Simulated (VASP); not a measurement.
Crystal: NiMoIrPdW.

```
Ni Mo Pd Ir W
1.0
     2.34460   -1.43138    0.00906
     2.34460    1.43138    0.00906
    -2.20600    0.00000   10.92374
Ni Mo Pd Ir W
1 1 1 1 1
Direct
  0.49838 0.49838 0.29525
  0.31773 0.31773 0.91207
  0.24733 0.24733 0.49061
  0.74982 0.74982 0.10802
  0.68673 0.68673 0.69406
```

| Quantity | Value |
| --- | --- |
| Program | VASP 6.6.1 |
| Task | relaxation of cell and atoms |
| Functional | PBE |
| Dispersion | D3(BJ) |
| Potentials or basis | VASP PAW PBE potentials, release 64 (Ni, Mo_sv, Pd, Ir, W_sv) |
| Cutoff | 600 eV |
| k mesh | 8 × 8 × 2 |
| Occupations | fermi-dirac, width 0.05 eV |
| Spin | collinear spin, ferromagnetic start |
| Starting moments | [1.0, 1.0, 0.0, 0.6, 0.0] μB |

At the start: pressure -6.6 GPa; volume 14.68 Å³/atom.

Q: How do energy, volume and symmetry change on relaxing?

A: Over 27 steps the energy falls by 8.8 meV/atom and the volume is 14.29 Å³/atom (-2.6 %); space group Cm (No. 8, to 0.1 Å) before and after; moment 0.00 μB per cell.

Step by step:
| step | energy change (eV) | largest force (eV/Å) | pressure (GPa) | volume (Å³) |
| --- | --- | --- | --- | --- |
| 1 | 0.0000 | 0.0767 | -6.58 | 73.38 |
| 2 | 0.2084 | 0.5531 | 19.38 | 67.16 |
| 3 | -0.0399 | 0.1746 | -0.08 | 71.55 |
| 4 | -0.0399 | 0.1776 | 0.06 | 71.51 |
| 5 | -0.0422 | 0.0912 | 0.01 | 71.46 |
| 6 | -0.0422 | 0.0905 | -0.01 | 71.46 |
| 7 | -0.0430 | 0.0611 | 0.02 | 71.45 |
| 8 | -0.0432 | 0.0474 | 0.03 | 71.44 |
| 9 | -0.0435 | 0.0316 | -0.10 | 71.46 |
| 10 | -0.0435 | 0.0271 | -0.18 | 71.48 |
| 11 | -0.0436 | 0.0271 | 0.20 | 71.37 |
| 12 | -0.0436 | 0.0251 | 0.15 | 71.40 |
| 13 | -0.0437 | 0.0231 | 0.10 | 71.41 |
| 14 | -0.0437 | 0.0231 | 0.06 | 71.42 |
| 15 | -0.0437 | 0.0232 | 0.04 | 71.42 |
| 16 | -0.0438 | 0.0165 | -0.04 | 71.45 |
| 17 | -0.0438 | 0.0131 | -0.13 | 71.48 |
| 18 | -0.0438 | 0.0105 | -0.08 | 71.45 |
| 19 | -0.0438 | 0.0145 | 0.01 | 71.43 |
| 20 | -0.0438 | 0.0133 | 0.03 | 71.44 |
| 21 | -0.0438 | 0.0116 | -0.01 | 71.45 |
| 22 | -0.0438 | 0.0126 | -0.02 | 71.44 |
| 23 | -0.0438 | 0.0130 | -0.01 | 71.44 |
| 24 | -0.0438 | 0.0131 | 0.00 | 71.44 |
| 25 | -0.0439 | 0.0108 | 0.02 | 71.43 |
| 26 | -0.0439 | 0.0102 | 0.06 | 71.42 |
| 27 | -0.0439 | 0.0094 | 0.02 | 71.44 |

Final structure:
```cif
data_structure
_symmetry_space_group_name_H-M 'P 1'
_symmetry_Int_Tables_number 1
_cell_length_a 2.7257
_cell_length_b 2.7257
_cell_length_c 11.0601
_cell_angle_alpha 99.324
_cell_angle_beta 99.324
_cell_angle_gamma 62.300
_cell_volume 71.44
loop_
_atom_site_label
_atom_site_type_symbol
_atom_site_fract_x
_atom_site_fract_y
_atom_site_fract_z
_atom_site_occupancy
Ni1 Ni 0.49772 0.49772 0.29582 1
Mo1 Mo 0.32207 0.32207 0.91187 1
Pd1 Pd 0.24649 0.24649 0.49016 1
Ir1 Ir 0.75142 0.75142 0.10894 1
W1 W 0.68228 0.68228 0.69322 1
```

Caveat: the moments typed at the start vanished in this run.
